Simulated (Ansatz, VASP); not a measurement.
**One calculation of HfN, two programs**

INCAR

```
SYSTEM = HfN
PREC = Accurate
ENCUT = 520
EDIFF = 1E-6
ISMEAR = 0
SIGMA = 0.15
LREAL = .False.
LASPH = .True.
NELM = 80
ALGO = Normal
ISIF = 2
LWAVE = .False.
LCHARG = .False.
GGA = PE
NBANDS = 14
```

File KPOINTS:

```
regular mesh
0
Gamma
  22 22 22
  0 0 0
```

The input POSCAR:

```
HfN
1.0
    0.0000000000      2.2738965586      2.1602017307
    2.2738965586      0.0000000000      2.1602017307
    2.2738965586      2.2738965586      0.0000000000
Hf N
1 1
Direct
    0.0000000000      0.0000000000      0.0000000000
    0.5000000000      0.5000000000      0.5000000000
```

Input for Ansatz:

```yaml
crystal:
  lattice:
    - [0.0, 2.2738965586, 2.1602017307]
    - [2.2738965586, 0.0, 2.1602017307]
    - [2.2738965586, 2.2738965586, 0.0]
  atoms:
    - { symbol: Hf, position: [0.0, 0.0, 0.0] }
    - { symbol: "N", position: [0.5, 0.5, 0.5] }
basis:
  ecutwfc: 420
kpoints:
  mp_grid: { grid: [22, 22, 22] }
hamiltonian:
  xc: pbe
scf:
  occupations: { method: gaussian, width: 0.15 }
output:
  forces: true
  stress: true
  eigenvalues: true
```

Change from the starting cell: strain +0.000 along x and y, -0.050 along z, atoms carried along.

Alike in both runs: task single point; functional PBE; k mesh 22 × 22 × 22; occupations gaussian, width 0.15 eV; no spin polarisation.

|  | VASP | Ansatz |
| --- | --- | --- |
| version | VASP 6.6.1 | Ansatz 0.2.0 |
| potentials or method | VASP PAW PBE potentials, release 64 (Hf_pv, N), cutoff 520 eV | scalar-relativistic, plane waves, PAW |
| valence electrons in the cell | 15 | 31 |

|  | VASP | Ansatz | Ansatz less VASP |
| --- | --- | --- | --- |
| gap on the k mesh at the Fermi level (eV) | none | none | - |
| pressure (GPa) | 14.5 | 17.0 | +2.44 |
| traceless stress, the component that is largest in VASP (GPa) | 21.61 | 21.71 | +0.098 |

A gap of «none» marks a metal or a gap that the smearing closes. VASP's potentials hold 15 valence electrons a cell and Ansatz's 31, so a difference there can come from the potentials and not from the codes.

Spin-orbit coupling is off throughout.
